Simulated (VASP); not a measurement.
# Si3Ge (R-3m) in VASP: relaxation of cell and atoms with PBE

Aim: the relaxation of cell and atoms of Si3Ge with PBE.

Everything below comes from runs of VASP 6.6.1. Logs are shortened: lines on timing, memory, paths and dates and some standing lists are left out, and cuts for length are marked.

### Step 1. The cell of the first run

It takes space group R-3m (No. 166, trigonal). Conventional cell: a = 7.839 Å, b = 7.839 Å, c = 9.600 Å, α = 90.00°, β = 90.00°, γ = 120.00°. Si (site symmetry m) has 3 Si at 2.40 Å and 1 Ge at 2.40 Å within 3.2 Å. Ge (site symmetry 3m) has 3 Si at 2.40 Å and 1 Ge at 2.40 Å within 3.2 Å.

### Step 2. Relaxation of cell and atoms, PBE

Input file INCAR:

```
SYSTEM = Si3Ge
PREC     = Accurate       ! precision mode
ENCUT    = 600            ! plane-wave cutoff, eV
EDIFF    = 1E-6           ! SCF threshold, eV
ISMEAR   = 0              ! smearing method
SIGMA    = 0.1            ! smearing width, eV
LREAL    = .FALSE.        ! projectors in reciprocal space
LASPH    = .TRUE.         ! aspherical terms in the spheres
NELM     = 100            ! most SCF steps
ALGO     = Normal         ! electronic algorithm
ISIF     = 3              ! what is computed and relaxed
LWAVE    = .FALSE.        ! write WAVECAR
LCHARG   = .FALSE.        ! write CHGCAR
GGA      = PE             ! functional
IBRION   = 2              ! ionic algorithm
NSW      = 80             ! ionic steps
EDIFFG   = -0.015         ! ionic threshold
```

Input file KPOINTS:

```
regular mesh
0
G
  6 6 6
  0 0 0
```

Input file POSCAR:

```
Si3Ge
1.0
    5.5427374341      0.0000000000      0.0000000000
    0.0000000000     -5.5427374341      0.0000000000
    0.0000000000      0.0000000000     -5.5427374341
Si Ge
6 2
Direct
    0.2500000000      0.2500000000      0.2500000000
    0.7500000000      0.7500000000      0.2500000000
    0.2500000000      0.7500000000      0.7500000000
    0.0000000000      0.5000000000      0.5000000000
    0.5000000000      0.0000000000      0.5000000000
    0.0000000000      1.0000000000      1.0000000000
    0.7500000000      0.2500000000      0.7500000000
    0.5000000000      0.5000000000      0.0000000000
```

Potentials or basis: VASP PAW PBE potentials, release 64 (Si, Ge_d).

Launch:

```bash
$ cat potpaw_PBE.64/Si/POTCAR potpaw_PBE.64/Ge_d/POTCAR > POTCAR
$ mpirun -np 1 vasp_std > vasp.out
```

OUTCAR:

```text
SYSTEM = Si3Ge
   PREC = Accurate
   ENCUT = 600
   EDIFF = 1E-6
   ISMEAR = 0
   LREAL = .FALSE.
   LASPH = .TRUE.
   NELM = 100
   ISIF = 3
   GGA = PE
   IBRION = 2
   NSW = 80
   EDIFFG = -0.015

 ion  position               nearest neighbor table
   1  0.250  0.250  0.250-   4 2.40   5 2.40   6 2.40   8 2.40
   2  0.750  0.750  0.250-   4 2.40   5 2.40   6 2.40   8 2.40
   3  0.250  0.750  0.750-   4 2.40   5 2.40   6 2.40   8 2.40
   4  0.000  0.500  0.500-   1 2.40   2 2.40   3 2.40   7 2.40
   5  0.500  0.000  0.500-   1 2.40   2 2.40   3 2.40   7 2.40
   6  0.000  0.000  0.000-   1 2.40   2 2.40   3 2.40   7 2.40
   7  0.750  0.250  0.750-   4 2.40   5 2.40   6 2.40   8 2.40
   8  0.500  0.500  0.000-   1 2.40   2 2.40   3 2.40   7 2.40

  LATTYP: Found a simple cubic cell.
 ALAT       =     5.5427374341

  Lattice vectors:

 A1 = (   5.5427374341,   0.0000000000,   0.0000000000)
 A2 = (   0.0000000000,  -5.5427374341,   0.0000000000)
 A3 = (   0.0000000000,   0.0000000000,  -5.5427374341)

Analysis of symmetry for initial positions (statically):
=====================================================================
 Subroutine PRICEL returns:
 Original cell was already a primitive cell.

 Routine SETGRP: Setting up the symmetry group for a
 simple cubic supercell.

 Subroutine GETGRP returns: Found 12 space group operations
 (whereof  2 operations were pure point group operations)
 out of a pool of 48 trial point group operations.

The static configuration has the point symmetry C_1h.
 The point group associated with its full space group is D_3d.

Analysis of symmetry for dynamics (positions and initial velocities):
=====================================================================
 Subroutine PRICEL returns:
 Original cell was already a primitive cell.

 Routine SETGRP: Setting up the symmetry group for a
 simple cubic supercell.

 Subroutine GETGRP returns: Found 12 space group operations
 (whereof  2 operations were pure point group operations)
 out of a pool of 48 trial point group operations.

The dynamic configuration has the point symmetry C_1h.
 The point group associated with its full space group is D_3d.

 Subroutine INISYM returns: Found 12 space group operations
 (whereof  2 operations are pure point group operations),
 and found     1 'primitive' translations

----------------------------------------------------------------------------------------

                                     Primitive cell

  volume of cell :     170.2836

  direct lattice vectors                    reciprocal lattice vectors
     5.542737434  0.000000000  0.000000000     0.180416268  0.000000000  0.000000000
     0.000000000 -5.542737434  0.000000000     0.000000000 -0.180416268  0.000000000
     0.000000000  0.000000000 -5.542737434     0.000000000  0.000000000 -0.180416268

  length of vectors
     5.542737434  5.542737434  5.542737434     0.180416268  0.180416268  0.180416268

  position of ions in fractional coordinates (direct lattice)
     0.250000000  0.250000000  0.250000000
     0.750000000  0.750000000  0.250000000
     0.250000000  0.750000000  0.750000000
     0.000000000  0.500000000  0.500000000
     0.500000000  0.000000000  0.500000000
     0.000000000  0.000000000  0.000000000
     0.750000000  0.250000000  0.750000000
     0.500000000  0.500000000  0.000000000

  ion indices of the primitive-cell ions
   primitive index   ion index
                 1           1
                 2           2
                 3           3
                 4           4
                 5           5
                 6           6
                 7           7
                 8           8

----------------------------------------------------------------------------------------

 KPOINTS: regular mesh

Automatic generation of k-mesh.
 Grid dimensions read from file:
 generate k-points for:    6    6    6

 Generating k-lattice:

  Cartesian coordinates                     Fractional coordinates (reciprocal lattice)
     0.030069378  0.000000000  0.000000000     0.166666667  0.000000000  0.000000000
     0.000000000 -0.030069378  0.000000000     0.000000000  0.166666667  0.000000000
     0.000000000  0.000000000 -0.030069378     0.000000000  0.000000000  0.166666667

  Length of vectors
     0.030069378  0.030069378  0.030069378

  Shift w.r.t. Gamma in fractional coordinates (k-lattice)
     0.000000000  0.000000000  0.000000000

 Subroutine IBZKPT returns following result:
 ===========================================

 Found     32 irreducible k-points:

 Following reciprocal coordinates:
            Coordinates               Weight
  0.000000  0.000000  0.000000      1.000000
  0.166667  0.000000  0.000000      6.000000
  0.333333  0.000000  0.000000      6.000000
  0.500000  0.000000  0.000000      3.000000
  0.166667  0.166667  0.000000      6.000000
  0.000000  0.166667  0.166667      6.000000
[... 16 lines left out ...]
 -0.333333  0.333333  0.166667      6.000000
  0.500000  0.333333  0.166667     12.000000
 [... further k-points ...]
   k-points           NKPTS =     32   k-points in BZ     NKDIM =     32   number of bands    NBANDS=     31
   number of dos      NEDOS =    301   number of ions     NIONS =      8
   total plane-waves  NPLWV = 110592
   dimension x,y,z NGX =    48 NGY =   48 NGZ =   48
   dimension x,y,z NGXF=    96 NGYF=   96 NGZF=   96
   ions per type =               6   2
   NGX,Y,Z   is equivalent  to a cutoff of  14.40, 14.40, 14.40 a.u.
   NGXF,Y,Z  is equivalent  to a cutoff of  28.79, 28.79, 28.79 a.u.
 SYSTEM =  Si3Ge
   PREC   = accura    normal or accurate (medium, high low for compatibility)
   ISTART =      0    job   : 0-new  1-cont  2-samecut
   ICHARG =      2    charge: 1-file 2-atom 10-const
   ISPIN  =      1    spin polarized calculation?
   LNONCOLLINEAR =      F non collinear calculations
   LSORBIT =      F    spin-orbit coupling
   LASPH  =      T    aspherical Exc in radial PAW
   ENCUT  =  600.0 eV  44.10 Ry    6.64 a.u.  11.07 11.07 11.07*2*pi/ulx,y,z
   NELM   =    100;   NELMIN=  2; NELMDL= -5     # of ELM steps
   EDIFF  = 0.1E-05   stopping-criterion for ELM
   LREAL  =      F    real-space projection
   EDIFFG = -.1E-01   stopping-criterion for IOM
   NSW    =     80    number of steps for IOM
   IBRION =      2    ionic relax: 0-MD 1-quasi-New 2-CG
   NFREE  =      1    steps in history (QN), initial steepest desc. (CG)
   ISIF   =      3    stress and relaxation
   ISYM   =      2    0-nonsym 1-usesym 2-fastsym
   POTIM  = 0.5000    time-step for ionic-motion
   TEBEG  =    0.0;   TEEND  =   0.0 temperature during run
   PSTRESS=    0.0 pullay stress
   NELECT =      52.0000    total number of electrons
   NUPDOWN=      -1.0000    fix difference up-down
   EMIN   =  10.00;   EMAX   =-10.00  energy-range for DOS
   EFERMI =   0.00;   METHOD = LEGACY
   ISMEAR =     0;   SIGMA  =   0.10  broadening in eV -4-tet -1-fermi 0-gaus
   EFERMI_NEDOS =   21; number of points for ismear=-14 and -15
   IALGO  =     38    algorithm
   IMIX   =      4    mixing-type and parameters
     AMIX     =   0.40;   BMIX     =  1.00
     AMIX_MAG =   1.60;   BMIX_MAG =  1.00
  volume/ion in A,a.u.               =      21.29       143.64
  Fermi-wavevector in a.u.,A,eV,Ry     =   1.102432  2.083294 16.535913  1.215355
  Thomas-Fermi vector in A             =   2.238874
   LORBIT       =      0    0 simple, 1 ext, 2 COOP (PROOUT), +10 PAW based schemes
   GGA     = PE    functional components
   LHFCALC =     F    Hartree Fock is set to
   AEXX    =    0.0000 exact exchange contribution
   IVDW    =     0    specifies the selected vdW correction
   LEPSILON=     F    determine dielectric tensor
   LRPA    =     F    only Hartree local field effects (RPA)
 conjugate gradient relaxation of ions
 non-spin polarized calculation
 Gauss-broadening in eV      SIGMA  =   0.10
  energy-cutoff  :      600.00
  volume of cell :      170.28
 maximum number of plane-waves:      5716
 NGX is ok and might be reduce to    48
   NGX = 23   NGY = 23   NGZ = 23

--------------------------------------- Ionic step        1  -------------------------------------------

 number of electron      52.0000031 magnetization

 Free energy of the ion-electron system (eV)
  ---------------------------------------------------
  ext. energy  EPLUGINS =         0.00000000
  ---------------------------------------------------
  free energy    TOTEN  =       -41.43102332 eV

  energy without entropy =      -41.43102308  energy(sigma->0) =      -41.43102320

------------------------ aborting loop because EDIFF is reached ----------------------------------------

  FORCE on cell =-STRESS in cart. coord.  units (eV):
  Direction    XX          YY          ZZ          XY          YZ          ZX
  --------------------------------------------------------------------------------------
  -------------------------------------------------------------------------------------
  Total       -0.4760889     -0.4760889     -0.4760889      0.0383852      0.0383852      0.0383852
  in kB       -4.4794609     -4.4794609     -4.4794609      0.3611613      0.3611613      0.3611613
  external PRESSURE =      -4.4794609 kB  Pullay stress =       0.0000000 kB
[... 153 lines left out ...]
  energy  without entropy=      -41.4850896555  energy(sigma->0) =      -41.48509287

--------------------------------------- Ionic step        5  -------------------------------------------

 number of electron      51.9999993 magnetization

 Free energy of the ion-electron system (eV)
  ---------------------------------------------------
  ext. energy  EPLUGINS =         0.00000000
  ---------------------------------------------------
  free energy    TOTEN  =       -41.48553208 eV

  energy without entropy =      -41.48552541  energy(sigma->0) =      -41.48552875

 E-fermi :   5.5861     XC(G=0):  -9.4600

 val. band max:        5.3571427569   @ k =   0.0000   0.0000   0.0000
 cond. band min:       5.7973749229   @ k =   0.0000   0.0000   0.0000
 fundamental gap:      0.4402321660
 Fermi energy:         5.5860766029

 k-point     1 :       0.0000    0.0000    0.0000
  band No.  band energies     occupation
      1     -18.9651      2.00000
      2     -18.8804      2.00000
      3     -18.8804      2.00000
      4     -18.8405      2.00000
      5     -18.8405      2.00000
      6     -18.8249      2.00000
[... 805 lines left out ...]
     30       8.0800      0.00000
     31       8.6068      0.00000

 [... further k-points ...]
[... 5 lines left out ...]
  --------------------------------------------------------------------------------------
  -------------------------------------------------------------------------------------
  Total        0.0069986      0.0069986      0.0069986     -0.0064352     -0.0064352     -0.0064352
  in kB        0.0662585      0.0662585      0.0662585     -0.0609243     -0.0609243     -0.0609243
  external PRESSURE =       0.0662585 kB  Pullay stress =       0.0000000 kB
[... 23 lines left out ...]
  FREE ENERGIE OF THE ION-ELECTRON SYSTEM (eV)
  ---------------------------------------------------
  free  energy   TOTEN  =       -41.4855320830 eV

  energy  without entropy=      -41.4855254084  energy(sigma->0) =      -41.48552875

 reached required accuracy - stopping structural energy minimisation
```

Run time: 7.4 min. Hardware: 1 thread of AMD EPYC 9R45 (Zen 5), shared host; peak memory 0.41 GiB.

What came out:

| Quantity | Value |
| --- | --- |
| Free energy | -41.4855 eV |
| Relaxed volume | 21.15 Å³/atom |
| Relaxed cell | a = 5.531 Å, b = 5.531 Å, c = 5.531 Å, α = 90.01°, β = 89.99°, γ = 89.99° |
| Space group after relaxing (to 0.1 Å) | R-3m (No. 166) |
| Energy gained by relaxing | 6.8 meV/atom |
| Ionic steps | 5 |
| Pressure after relaxing | 0.0 GPa |
| Largest force after relaxing | 0.009 eV/Å |
| Band gap on the k mesh | 0.44 eV |

Forces on the atoms (eV/Å):
```
Si   0.003  0.008  0.003
Si   0.008  0.003  0.003
Si   0.003  0.003  0.008
Si  -0.003 -0.008 -0.003
Si  -0.008 -0.003 -0.003
Si  -0.003 -0.003 -0.008
Ge   0.001  0.001  0.001
Ge  -0.001 -0.001 -0.001
```

The path:
| step | energy change (eV) | largest force (eV/Å) | pressure (GPa) | volume (Å³) |
| --- | --- | --- | --- | --- |
| 1 | 0.0000 | 0.5012 | -0.45 | 170.28 |
| 2 | -0.0513 | 0.1130 | 0.21 | 168.82 |
| 3 | -0.0533 | 0.0330 | 0.39 | 168.47 |
| 4 | -0.0541 | 0.0277 | -0.18 | 169.72 |
| 5 | -0.0545 | 0.0094 | 0.01 | 169.23 |

Final structure:
```yaml
crystal:
  lattice:
    - [5.53130, -0.00049, -0.00049]
    - [0.00049, -5.53130, 0.00049]
    - [0.00049, 0.00049, -5.53130]
  atoms:
    - { symbol: Si, position: [0.24702, 0.24708, 0.25298] }
    - { symbol: Si, position: [0.75292, 0.75298, 0.25298] }
    - { symbol: Si, position: [0.24702, 0.75298, 0.74708] }
    - { symbol: Si, position: [0.00298, 0.50292, 0.49702] }
    - { symbol: Si, position: [0.49708, 0.99702, 0.49702] }
    - { symbol: Si, position: [0.00298, 0.99702, 0.00292] }
    - { symbol: Ge, position: [0.75316, 0.24684, 0.74684] }
    - { symbol: Ge, position: [0.49684, 0.50316, 0.00316] }
```

Levels at points of the mesh, in eV from the valence-band top:
| k point | band 23 | band 24 | band 25 | band 26 | band 27 | band 28 | band 29 | band 30 |
| --- | --- | --- | --- | --- | --- | --- | --- | --- |
| (0.00, 0.00, 0.00) | -2.78 | -0.01 | -0.01 | 0.00 | 0.44 | 0.50 | 0.91 | 0.91 |
| (0.50, 0.00, 0.00) | -2.01 | -1.90 | -1.84 | -1.72 | 0.99 | 1.25 | 3.03 | 3.06 |
| (0.50, 0.50, 0.00) | -1.54 | -1.34 | -1.29 | -1.18 | 2.16 | 2.24 | 2.34 | 2.61 |
| (0.50, 0.50, 0.50) | -1.22 | -1.11 | -1.11 | -0.93 | 0.68 | 1.12 | 1.34 | 1.34 |

A k mesh can miss the band edges.
